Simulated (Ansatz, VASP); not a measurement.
Al2Pt in VASP and in Ansatz

The input INCAR:

```
SYSTEM = Al2Pt
PREC     = Accurate       ! precision mode
ENCUT    = 600            ! plane-wave cutoff, eV
EDIFF    = 1E-7           ! SCF threshold, eV
ISMEAR   = 0              ! smearing method
SIGMA    = 0.1            ! smearing width, eV
LREAL    = .FALSE.        ! projectors in reciprocal space
LASPH    = .TRUE.         ! aspherical terms in the spheres
NELM     = 80             ! most SCF steps
ALGO     = Fast           ! electronic algorithm
ISIF     = 3              ! what is computed and relaxed
LWAVE    = .FALSE.        ! write WAVECAR
LCHARG   = .FALSE.        ! write CHGCAR
GGA      = PE             ! functional
IBRION   = 2              ! ionic algorithm
NSW      = 100            ! ionic steps
EDIFFG   = -0.01          ! ionic threshold
```

Contents of KPOINTS:

```
regular mesh
0
G
  10 8 8
  0 0 0
```

POSCAR

```
Al2Pt
1.0
    4.1388884403      0.0000000000      0.0000000000
    0.0000000000      4.0649342208      2.8785574389
    0.0000000000     -4.0649342208      2.8785574389
Al Pt
4 2
Direct
    0.0000000000      0.5996143445      0.5996143445
    0.0000000000      0.3631722710      0.0344206021
    0.0000000000      0.0344206021      0.3631722710
    0.5000000000      0.9242665488      0.9242665488
    0.5000000000      0.3487747213      0.7301221240
    0.5000000000      0.7301221240      0.3487747213
```

Input for Ansatz:

```yaml
crystal:
  lattice:
    - [4.1388884403, 0.0, 0.0]
    - [0.0, 4.0649342208, 2.8785574389]
    - [0.0, -4.0649342208, 2.8785574389]
  atoms:
    - { symbol: Al, position: [0.0, 0.5996143445, 0.5996143445] }
    - { symbol: Al, position: [0.0, 0.363172271, 0.0344206021] }
    - { symbol: Al, position: [0.0, 0.0344206021, 0.363172271] }
    - { symbol: Al, position: [0.5, 0.9242665488, 0.9242665488] }
    - { symbol: Pt, position: [0.5, 0.3487747213, 0.730122124] }
    - { symbol: Pt, position: [0.5, 0.730122124, 0.3487747213] }
basis:
  ecutwfc: 420
kpoints:
  mp_grid: { grid: [10, 8, 8] }
hamiltonian:
  xc: pbe
scf:
  occupations: { method: gaussian, width: 0.1 }
output:
  forces: true
  stress: true
  eigenvalues: true
relax:
  adjacent_minimum: "off"
  f_tol: 0.01
  max_steps: 80
  cell: { stress_tol: 0.05 }
```

Change from the starting cell: the structure that the rattled cell fell into.

Alike in both runs: task relaxation of cell and atoms; functional PBE; k mesh 10 × 8 × 8; occupations gaussian, width 0.1 eV; no spin polarisation.

|  | VASP | Ansatz |
| --- | --- | --- |
| version | VASP 6.6.1 | Ansatz 0.2.0 |
| potentials or method | VASP PAW PBE potentials, release 64 (Al, Pt), cutoff 600 eV | scalar-relativistic, plane waves, PAW |
| valence electrons in the cell | 32 | 48 |

```tsv
	VASP	Ansatz	Ansatz less VASP
gap on the k mesh at the Fermi level, each at its own relaxed structure (eV)	none	none	-
relaxed volume (Å³/atom)	16.13	16.15	+0.018
relaxed cell length with the largest relative difference (Å)	4.157	4.159	+0.0015
```

A gap of «none» marks a metal or a gap that the smearing closes. VASP's potentials hold 32 valence electrons a cell and Ansatz's 48, so a difference there can come from the potentials and not from the codes.

Neither program's run includes spin-orbit coupling.
